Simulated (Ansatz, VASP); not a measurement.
# ZrB2 in VASP and in Ansatz

INCAR

```
PREC = Accurate ; ENCUT = 520
EDIFF = 1E-6 ; ISMEAR = -1
SIGMA = 0.05 ; LREAL = F
LASPH = T ; NELM = 60
ALGO = Normal ; ISIF = 2
LWAVE = F ; LCHARG = F
GGA = RE ; IVDW = 12
NBANDS = 16
```

File KPOINTS:

```
Automatic mesh
0
Gamma
  10 10 8
```

Contents of POSCAR:

```
ZrB2
1.0
    3.1052879646      0.0000000000      0.0000000000
   -1.5526439823      2.6892582634      0.0000000000
    0.0000000000      0.0000000000      3.4608777221
Zr B
1 2
Direct
    0.0000000000      0.0000000000      0.0000000000
    0.6666666667      0.3333333333      0.5000000000
    0.3333333333      0.6666666667      0.5000000000
```

Contents of input.yaml:

```yaml
crystal:
  lattice:
    - [3.1052879646, 0.0, 0.0]
    - [-1.5526439823, 2.6892582634, 0.0]
    - [0.0, 0.0, 3.4608777221]
  atoms:
    - { symbol: Zr, position: [0.0, 0.0, 0.0] }
    - { symbol: B, position: [0.6666666667, 0.3333333333, 0.5] }
    - { symbol: B, position: [0.3333333333, 0.6666666667, 0.5] }
hamiltonian:
  xc: revpbe
  pseudopotentials: { kind: paw }
  dispersion: d3bj
kpoints:
  mp_grid: { grid: [10, 10, 8] }
scf:
  occupations: { method: fermi_dirac, width: 0.05 }
output:
  forces: true
  stress: true
  eigenvalues: true
  write_density: true
  write_potential: true
  elf: true
  volumetric_format: npy
```

Alike in both runs: task single point; functional revPBE; dispersion D3(BJ); k mesh 10 × 10 × 8; occupations fermi-dirac, width 0.05 eV; no spin polarisation.

```csv
,VASP,Ansatz
version,VASP 6.6.1,Ansatz 0.2.0
potentials or method,"VASP PAW PBE potentials, release 64 (Zr_sv, B)",Ansatz PAW
plane-wave cutoff (eV),520,420
valence electrons in the cell,18,18
```

```csv
,VASP,Ansatz,Ansatz less VASP
gap on the k mesh at the Fermi level (eV),none,none,-
pressure (GPa),7.3,7.2,-0.12
"traceless stress, the component that is largest in VASP (GPa)",0.34,0.28,-0.057
```

VASP's potentials were made for PBE, not for revPBE. A gap of «none» marks a metal or a gap that the smearing closes.
